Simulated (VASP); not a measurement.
# Ti (P6_3/mmc) in VASP: further runs

The runs below take Ti through single point, relaxation of cell and atoms, with r2SCAN.

Everything below comes from runs of VASP 6.6.1. Logs are shortened: lines on timing, memory, paths and dates and some standing lists are left out, and cuts for length are marked.

### Step 1. The cell of the first run

It takes space group P6_3/mmc (No. 194, hexagonal). The conventional cell has a = 2.921 Å, b = 2.921 Å, c = 9.415 Å, α = 90.00°, β = 90.00°, γ = 120.00°. Ti (site symmetry -3m) has 12 Ti at 2.90 to 2.92 Å within 3.8 Å. Within 3.8 Å of Ti (site symmetry -6m2) lie 12 Ti at 2.90 to 2.92 Å.

### Step 2. Single point, r2SCAN

POSCAR reads:

```
Ti
1.0
    2.9206390033      0.0000000000      0.0000000000
   -1.4603195016      2.5293475721      0.0000000000
    0.0000000000      0.0000000000      9.4146720911
Ti
4
Direct
    0.0000000000      0.0000000000      0.0000000000
    0.0000000000      0.0000000000      0.5000000000
    0.3333333333      0.6666666667      0.7500000000
    0.6666666667      0.3333333333      0.2500000000
```

INCAR.step1 reads:

```
SYSTEM = Ti
PREC = Accurate
ENCUT = 520
ISMEAR = 0
SIGMA = 0.1
LREAL = .FALSE.
LASPH = .TRUE.
NELM = 60
NBANDS = 32
GGA = PE
ALGO = Normal
EDIFF = 1E-4
LWAVE = .TRUE.
LCHARG = .FALSE.
```

INCAR.step2 reads:

```
SYSTEM = Ti
PREC = Accurate
ENCUT = 520
EDIFF = 1E-6
ISMEAR = 0
SIGMA = 0.1
LREAL = .FALSE.
LASPH = .TRUE.
NELM = 60
ALGO = Normal
ISIF = 2
LWAVE = .FALSE.
LCHARG = .FALSE.
METAGGA = R2SCAN
LMIXTAU = .TRUE.
NBANDS = 32
ISTART = 1
```

KPOINTS reads:

```
Automatic mesh
0
G
  6 6 2
  0 0 0
```

Potentials or basis: VASP PAW PBE potentials, release 64 (Ti_sv).

On the command line:

```sh
> cat potpaw_PBE.64/Ti_sv/POTCAR > POTCAR
> cp INCAR.step1 INCAR
> mpirun -np 1 vasp_std > vasp.out
> cp INCAR.step2 INCAR
> mpirun -np 1 vasp_std > vasp.out
```

OUTCAR:

```text
SYSTEM = Ti
   PREC = Accurate
   ENCUT = 520
   EDIFF = 1E-6
   ISMEAR = 0
   LREAL = .FALSE.
   LASPH = .TRUE.
   NELM = 60
   ISIF = 2
   METAGGA = R2SCAN
   ISTART = 1

 ion  position               nearest neighbor table
   1  0.000  0.000  0.000-   3 2.90   4 2.90   3 2.90   4 2.90   4 2.90   3 2.90
   2  0.000  0.000  0.500-   3 2.90   4 2.90   3 2.90   4 2.90   4 2.90   3 2.90
   3  0.333  0.667  0.750-   1 2.90   2 2.90   1 2.90   2 2.90   1 2.90   2 2.90
   4  0.667  0.333  0.250-   1 2.90   2 2.90   1 2.90   2 2.90   1 2.90   2 2.90

  LATTYP: Found a hexagonal cell.
 ALAT       =     2.9206390033
 C/A-ratio  =     3.2234973513

  Lattice vectors:

 A1 = (   2.9206390033,   0.0000000000,   0.0000000000)
 A2 = (  -1.4603195016,   2.5293475721,   0.0000000000)
 A3 = (   0.0000000000,   0.0000000000,   9.4146720911)

Analysis of symmetry for initial positions (statically):
=====================================================================
 Subroutine PRICEL returns:
 Original cell was already a primitive cell.

 Routine SETGRP: Setting up the symmetry group for a
 hexagonal supercell.

 Subroutine GETGRP returns: Found 24 space group operations
 (whereof 12 operations were pure point group operations)
 out of a pool of 24 trial point group operations.

The static configuration has the point symmetry D_3d.
 The point group associated with its full space group is D_6h.

Analysis of symmetry for dynamics (positions and initial velocities):
=====================================================================
 Subroutine PRICEL returns:
 Original cell was already a primitive cell.

 Routine SETGRP: Setting up the symmetry group for a
 hexagonal supercell.

 Subroutine GETGRP returns: Found 24 space group operations
 (whereof 12 operations were pure point group operations)
 out of a pool of 24 trial point group operations.

The dynamic configuration has the point symmetry D_3d.
 The point group associated with its full space group is D_6h.

 Subroutine INISYM returns: Found 24 space group operations
 (whereof 12 operations are pure point group operations),
 and found     1 'primitive' translations

----------------------------------------------------------------------------------------

                                     Primitive cell

  volume of cell :      69.5491

  direct lattice vectors                    reciprocal lattice vectors
     2.920639003  0.000000000  0.000000000     0.342390826  0.197679435  0.000000000
    -1.460319502  2.529347572  0.000000000     0.000000000  0.395358871  0.000000000
     0.000000000  0.000000000  9.414672091     0.000000000  0.000000000  0.106217188

  length of vectors
     2.920639003  2.920639003  9.414672091     0.395358871  0.395358871  0.106217188

  position of ions in fractional coordinates (direct lattice)
     0.000000000  0.000000000  0.000000000
     0.000000000  0.000000000  0.500000000
     0.333333333  0.666666667  0.750000000
     0.666666667  0.333333333  0.250000000

  ion indices of the primitive-cell ions
   primitive index   ion index
                 1           1
                 2           2
                 3           3
                 4           4

----------------------------------------------------------------------------------------

 KPOINTS: Automatic mesh

Automatic generation of k-mesh.
 Grid dimensions read from file:
 generate k-points for:    6    6    2

 Generating k-lattice:

  Cartesian coordinates                     Fractional coordinates (reciprocal lattice)
     0.057065138  0.032946573  0.000000000     0.166666667 -0.000000000  0.000000000
     0.000000000  0.065893145  0.000000000     0.000000000  0.166666667  0.000000000
     0.000000000  0.000000000  0.053108594     0.000000000  0.000000000  0.500000000

  Length of vectors
     0.065893145  0.065893145  0.053108594

  Shift w.r.t. Gamma in fractional coordinates (k-lattice)
     0.000000000  0.000000000  0.000000000

 Subroutine IBZKPT returns following result:
 ===========================================

 Found     14 irreducible k-points:

 Following reciprocal coordinates:
            Coordinates               Weight
  0.000000  0.000000  0.000000      1.000000
  0.166667  0.000000  0.000000      6.000000
  0.333333  0.000000  0.000000      6.000000
  0.500000  0.000000  0.000000      3.000000
  0.166667  0.166667  0.000000      6.000000
  0.333333  0.166667  0.000000     12.000000
  0.333333  0.333333  0.000000      2.000000
  0.000000  0.000000  0.500000      1.000000
  0.166667  0.000000  0.500000      6.000000
  0.333333  0.000000  0.500000      6.000000
  0.500000  0.000000  0.500000      3.000000
  0.166667  0.166667  0.500000      6.000000
  0.333333  0.166667  0.500000     12.000000
  0.333333  0.333333  0.500000      2.000000
   k-points           NKPTS =     14   k-points in BZ     NKDIM =     14   number of bands    NBANDS=     32
   number of dos      NEDOS =    301   number of ions     NIONS =      4
   total plane-waves  NPLWV =  40320
   dimension x,y,z NGX =    24 NGY =   24 NGZ =   70
   dimension x,y,z NGXF=    48 NGYF=   48 NGZF=  140
   ions per type =               4
   NGX,Y,Z   is equivalent  to a cutoff of  13.66, 13.66, 12.36 a.u.
   NGXF,Y,Z  is equivalent  to a cutoff of  27.32, 27.32, 24.72 a.u.
 SYSTEM =  Ti
   PREC   = accura    normal or accurate (medium, high low for compatibility)
   ISTART =      1    job   : 0-new  1-cont  2-samecut
   ICHARG =      0    charge: 1-file 2-atom 10-const
   ISPIN  =      1    spin polarized calculation?
   LNONCOLLINEAR =      F non collinear calculations
   LSORBIT =      F    spin-orbit coupling
   LASPH  =      T    aspherical Exc in radial PAW
   ENCUT  =  520.0 eV  38.22 Ry    6.18 a.u.   5.43  5.43 17.51*2*pi/ulx,y,z
   NELM   =     60;   NELMIN=  2; NELMDL=  0     # of ELM steps
   EDIFF  = 0.1E-05   stopping-criterion for ELM
   LREAL  =      F    real-space projection
   EDIFFG = 0.1E-04   stopping-criterion for IOM
   NSW    =      0    number of steps for IOM
   IBRION =     -1    ionic relax: 0-MD 1-quasi-New 2-CG
   NFREE  =      0    steps in history (QN), initial steepest desc. (CG)
   ISIF   =      2    stress and relaxation
   ISYM   =      2    0-nonsym 1-usesym 2-fastsym
   POTIM  = 0.5000    time-step for ionic-motion
   TEBEG  =    0.0;   TEEND  =   0.0 temperature during run
   PSTRESS=    0.0 pullay stress
   NELECT =      48.0000    total number of electrons
   NUPDOWN=      -1.0000    fix difference up-down
   EMIN   =  10.00;   EMAX   =-10.00  energy-range for DOS
   EFERMI =   0.00;   METHOD = LEGACY
   ISMEAR =     0;   SIGMA  =   0.10  broadening in eV -4-tet -1-fermi 0-gaus
   EFERMI_NEDOS =   21; number of points for ismear=-14 and -15
   IALGO  =     38    algorithm
   IMIX   =      4    mixing-type and parameters
     AMIX     =   0.40;   BMIX     =  1.00
     AMIX_MAG =   1.60;   BMIX_MAG =  1.00
  volume/ion in A,a.u.               =      17.39       117.34
  Fermi-wavevector in a.u.,A,eV,Ry     =   1.446743  2.733948 28.477881  2.093065
  Thomas-Fermi vector in A             =   2.564777
   LORBIT       =      0    0 simple, 1 ext, 2 COOP (PROOUT), +10 PAW based schemes
   METAGGA = R2SCAN    functional components
   LHFCALC =     F    Hartree Fock is set to
   AEXX    =    0.0000 exact exchange contribution
   IVDW    =     0    specifies the selected vdW correction
   LEPSILON=     F    determine dielectric tensor
   LRPA    =     F    only Hartree local field effects (RPA)
 non-spin polarized calculation
 Gauss-broadening in eV      SIGMA  =   0.10
  energy-cutoff  :      520.00
  volume of cell :       69.55
 maximum number of plane-waves:      1907
 NGX is ok and might be reduce to    24
   NGX = 11   NGY = 11   NGZ = 35

 number of electron      47.9999995 magnetization

 Free energy of the ion-electron system (eV)
  ---------------------------------------------------
  ext. energy  EPLUGINS =         0.00000000
  ---------------------------------------------------
  free energy    TOTEN  =       -51.64050509 eV

  energy without entropy =      -51.61215992  energy(sigma->0) =      -51.62633250

 E-fermi :   8.2910     XC(G=0): -12.4007

 val. band max:        8.2504490524   @ k =   0.1667   0.1667   0.0000
 cond. band min:       8.3052184007   @ k =   0.0000   0.0000   0.5000
 fundamental gap:      0.0547693483
 Fermi energy:         8.2910391204

 k-point     1 :       0.0000    0.0000    0.0000
  band No.  band energies     occupation
      1     -50.8518      2.00000
      2     -50.8064      2.00000
      3     -50.7540      2.00000
      4     -50.7078      2.00000
      5     -26.3645      2.00000
      6     -26.0222      2.00000
[... 24 lines left out ...]
     31       9.6084      0.00000
     32       9.6084      0.00000

 k-point     2 :       0.1667    0.0000    0.0000
  band No.  band energies     occupation
      1     -50.8246      2.00000
      2     -50.7864      2.00000
      3     -50.7339      2.00000
      4     -50.6951      2.00000
      5     -26.3035      2.00000
      6     -26.0471      2.00000
[... 24 lines left out ...]
     31       9.9880      0.00000
     32      10.0899      0.00000

 k-point     3 :       0.3333    0.0000    0.0000
  band No.  band energies     occupation
      1     -50.7663      2.00000
      2     -50.7461      2.00000
      3     -50.6935      2.00000
      4     -50.6731      2.00000
      5     -26.2329      2.00000
      6     -26.2093      2.00000
[... 24 lines left out ...]
     31      10.3195      0.00000
     32      11.0733      0.00000

 k-point     4 :       0.5000    0.0000    0.0000
  band No.  band energies     occupation
      1     -50.7335      2.00000
      2     -50.7258      2.00000
      3     -50.6732      2.00000
      4     -50.6654      2.00000
      5     -26.3490      2.00000
      6     -26.2905      2.00000
[... 304 lines left out ...]
     31      10.3565      0.00000
     32      10.3565      0.00000

 k-point    13 :       0.3333    0.1667    0.5000
  band No.  band energies     occupation
      1     -50.7301      2.00000
      2     -50.7301      2.00000
      3     -50.6689      2.00000
      4     -50.6689      2.00000
      5     -26.2412      2.00000
      6     -26.2412      2.00000
[... 24 lines left out ...]
     31      11.0231      0.00000
     32      11.0231      0.00000

 k-point    14 :       0.3333    0.3333    0.5000
  band No.  band energies     occupation
      1     -50.7157      2.00000
      2     -50.7157      2.00000
      3     -50.6631      2.00000
      4     -50.6631      2.00000
      5     -26.1722      2.00000
      6     -26.1722      2.00000
[... 24 lines left out ...]
     31      10.8373      0.00000
     32      10.8373      0.00000

------------------------ aborting loop because EDIFF is reached ----------------------------------------

  FORCE on cell =-STRESS in cart. coord.  units (eV):
  Direction    XX          YY          ZZ          XY          YZ          ZX
  --------------------------------------------------------------------------------------
  -------------------------------------------------------------------------------------
  Total        0.1684176      0.1684176      0.1652988      0.0000000     -0.0000000     -0.0000000
  in kB        3.8797752      3.8797752      3.8079271      0.0000000     -0.0000000     -0.0000000
  external PRESSURE =       3.8558258 kB  Pullay stress =       0.0000000 kB

 VOLUME and BASIS-vectors are now :
 -----------------------------------------------------------------------------
  energy-cutoff  :      520.00
  volume of cell :       69.55
      direct lattice vectors                 reciprocal lattice vectors
     2.920639003  0.000000000  0.000000000     0.342390826  0.197679435  0.000000000
    -1.460319502  2.529347572  0.000000000     0.000000000  0.395358871  0.000000000
     0.000000000  0.000000000  9.414672091     0.000000000  0.000000000  0.106217188

 POSITION                                       TOTAL-FORCE (eV/Angst)
 -----------------------------------------------------------------------------------
      0.00000      0.00000      0.00000         0.000000      0.000000     -0.000000
      0.00000      0.00000      4.70734         0.000000      0.000000     -0.000000
     -0.00000      1.68623      7.06100        -0.000000      0.000000      0.000000
      1.46032      0.84312      2.35367         0.000000     -0.000000      0.000000
 -----------------------------------------------------------------------------------
    total drift:                                0.000000      0.000000      0.000000

  FREE ENERGIE OF THE ION-ELECTRON SYSTEM (eV)
  ---------------------------------------------------
  free  energy   TOTEN  =       -51.6405050870 eV

  energy  without entropy=      -51.6121599216  energy(sigma->0) =      -51.62633250
```

Wall time 2.6 min (1 thread of Intel Xeon 8259CL, shared host); peak memory 0.2 GiB.

Results:

| Item | Value |
| --- | --- |
| Free energy | -51.6405 eV |
| Pressure | 0.4 GPa |
| Band gap on the k mesh | zero (bands 24 and 25 overlap by 1.11 eV) |

Caveat: the k points lie up to 0.41 Å⁻¹ apart, too coarse for converged energies and pressures of a metal; the PAW data sets were made with another functional, which shifts forces and pressure a little.

### Step 3. Relaxation of cell and atoms, r2SCAN

This run uses another cell than the first one, of 18.21 Å³/atom.

POSCAR reads:

```
Ti
1.0
    2.9654869832      0.0000000000      0.0000000000
   -1.4827434916      2.5681870621      0.0000000000
    0.0000000000      0.0000000000      9.5642808275
Ti
4
Direct
    0.0000000000      0.0000000000      0.0000000000
    0.0000000000      0.0000000000      0.5000000000
    0.3333333333      0.6666666667      0.7500000000
    0.6666666667      0.3333333333      0.2500000000
```

INCAR.step1 reads:

```
SYSTEM = Ti
  ALGO = Normal
  EDIFF = 1E-4
  ENCUT = 600
  GGA = PE
  ISMEAR = 0
  LASPH = .True.
  LCHARG = .False.
  LREAL = .False.
  LWAVE = .True.
  NELM = 100
  PREC = Accurate
  SIGMA = 0.1
```

INCAR.step2 reads:

```
SYSTEM = Ti
  ALGO = Normal
  EDIFF = 1E-7
  EDIFFG = -0.04
  ENCUT = 600
  IBRION = 2
  ISIF = 3
  ISMEAR = 0
  ISTART = 1
  LASPH = .True.
  LCHARG = .False.
  LMIXTAU = .True.
  LREAL = .False.
  LWAVE = .False.
  METAGGA = R2SCAN
  NELM = 100
  NSW = 90
  PREC = Accurate
  SIGMA = 0.1
```

KPOINTS reads:

```
k-points
0
Gamma
  6 6 2
  0 0 0
```

Potentials or basis: VASP PAW PBE potentials, release 64 (Ti_sv).

On the command line:

```sh
> cat potpaw_PBE.64/Ti_sv/POTCAR > POTCAR
> cp INCAR.step1 INCAR
> mpirun -np 1 vasp_std > vasp.out
> cp INCAR.step2 INCAR
> mpirun -np 1 vasp_std > vasp.out
```

It took 8.8 min on 1 thread of Intel Xeon 8259CL, shared host; peak memory 0.24 GiB.

The run converged. Its results:

* Free energy: -51.6407 eV
* Relaxed volume: 17.45 Å³/atom
* Relaxed cell: a = 2.923 Å, b = 2.923 Å, c = 9.434 Å, α = 90.00°, β = 90.00°, γ = 120.00°
* Space group after relaxing (to 0.1 Å): P6_3/mmc (No. 194)
* Energy gained by relaxing: 11.1 meV/atom
* Ionic steps: 3
* Pressure after relaxing: 0.0 GPa
* Band gap on the k mesh: zero (bands 24 and 25 overlap by 1.11 eV)

Stress tensor (GPa, compression positive):
```
 0.01  0.00  0.00
 0.00  0.01  0.00
 0.00  0.00 -0.11
```

Step by step:
| step | energy change (eV) | largest force (eV/Å) | pressure (GPa) | volume (Å³) |
| --- | --- | --- | --- | --- |
| 1 | 0.0000 | 0.0000 | -4.56 | 72.84 |
| 2 | -0.0160 | 0.0000 | 4.06 | 67.51 |
| 3 | -0.0445 | 0.0000 | -0.03 | 69.82 |

Final structure:
```xyz
4
Lattice="2.9233 0.0000 0.0000 -1.4617 2.5317 0.0000 0.0000 0.0000 9.4339" Properties=species:S:1:pos:R:3 pbc="T T T"
Ti    0.0000    0.0000    0.0000
Ti    0.0000    0.0000    4.7169
Ti    0.0000    1.6878    7.0754
Ti    1.4617    0.8439    2.3585
```

Levels at points of the mesh, in eV from the Fermi level:
```
           k point  band 20  band 21  band 22  band 23  band 24  band 25  band 26  band 27  band 28
(0.00, 0.00, 0.00)    -2.77     0.04     0.10     0.47     0.81     0.81     0.88     0.88     0.97
(0.50, 0.00, 0.00)    -2.00    -1.40    -1.29    -1.13    -0.23     0.14     0.80     1.17     1.32
(0.00, 0.00, 0.50)    -3.21     0.00     0.00     0.66     0.66     0.94     0.94     0.94     0.94
(0.50, 0.00, 0.50)    -2.41    -1.56    -1.56    -0.35    -0.35     0.74     0.74     1.14     1.14
```

Caveat: the k points lie up to 0.41 Å⁻¹ apart in the final cell, too coarse for converged energies and pressures of a metal; the highest band is partly filled, so the run has too few bands; the PAW data sets were made with another functional, which shifts forces and pressure a little.

(Part 1 of 2 ends here.)

The gap in the log of VASP goes by the Fermi energy; the results here count the filled bands.